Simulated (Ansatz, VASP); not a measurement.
# Two plane-wave programs on BN

Contents of INCAR:

```
SYSTEM = BN
ALGO     = Normal         ! electronic algorithm
EDIFF    = 1E-7           ! SCF threshold, eV
ENCUT    = 520            ! plane-wave cutoff, eV
GGA      = PE             ! functional
ISIF     = 2              ! what is computed and relaxed
ISMEAR   = 0              ! smearing method
LASPH    = .TRUE.         ! aspherical terms in the spheres
LCHARG   = .FALSE.        ! write CHGCAR
LREAL    = .FALSE.        ! projectors in reciprocal space
LWAVE    = .FALSE.        ! write WAVECAR
NBANDS   = 16             ! bands
NELM     = 80             ! most SCF steps
PREC     = Accurate       ! precision mode
SIGMA    = 0.05           ! smearing width, eV
```

KPOINTS

```
k-points
0
G
  12 12 4
  0 0 0
```

File POSCAR:

```
BN
1.0
    2.5039917043      0.0000000000      0.0000000000
   -1.2519958522      2.1685204268      0.0000000000
    0.0000000000      0.0000000000      6.6612000000
B N
2 2
Direct
    0.2798816352      0.6275373079      0.2500000000
    0.7201183648      0.3724626921      0.7500000000
    0.3867272400      0.7057537192      0.7500000000
    0.6132727600      0.2942462808      0.2500000000
```

Input for Ansatz:

```yaml
crystal:
  lattice:
    - [2.5039917043, 0.0, 0.0]
    - [-1.2519958522, 2.1685204268, 0.0]
    - [0.0, 0.0, 6.6612]
  atoms:
    - { symbol: B, position: [0.2798816352, 0.6275373079, 0.25] }
    - { symbol: B, position: [0.7201183648, 0.3724626921, 0.75] }
    - { symbol: "N", position: [0.38672724, 0.7057537192, 0.75] }
    - { symbol: "N", position: [0.61327276, 0.2942462808, 0.25] }
basis:
  ecutwfc: 420
kpoints:
  mp_grid: { grid: [12, 12, 4] }
hamiltonian:
  xc: pbe
scf:
  occupations: { method: gaussian, width: 0.05 }
output:
  forces: true
  stress: true
  eigenvalues: true
```

Change from the starting cell: mode 4 (44.6 1/cm) frozen in, largest displacement -0.120 Å.

Alike in both runs: task single point; functional PBE; k mesh 12 × 12 × 4; occupations gaussian, width 0.05 eV; no spin polarisation.

|  | VASP | Ansatz |
| --- | --- | --- |
| version | VASP 6.6.1 | Ansatz 0.2.0 |
| potentials or method | VASP PAW PBE potentials, release 64 (B, N), cutoff 520 eV | scalar-relativistic, plane waves, PAW |
| valence electrons in the cell | 16 | 16 |

Ansatz gave:

| Quantity | Value |
| --- | --- |
| gap on the k mesh at the Fermi level (eV) | 3.87 |
| least direct gap on the mesh (eV) | 4.22 |
| pressure (GPa) | 3.3 |
| traceless stress, the component that is largest in VASP (GPa) | -0.38 |
| rms of the force components (eV/Å) | 0.006 |

Question: Estimate VASP's values.

Answer: gap on the k mesh at the Fermi level (eV): 3.86; least direct gap on the mesh (eV): 4.21; pressure (GPa): 3.4; traceless stress, the component that is largest in VASP (GPa): -0.59; rms of the force components (eV/Å): 0.006.

Atom by atom the forces differ by 0.000 eV/Å (rms over components).
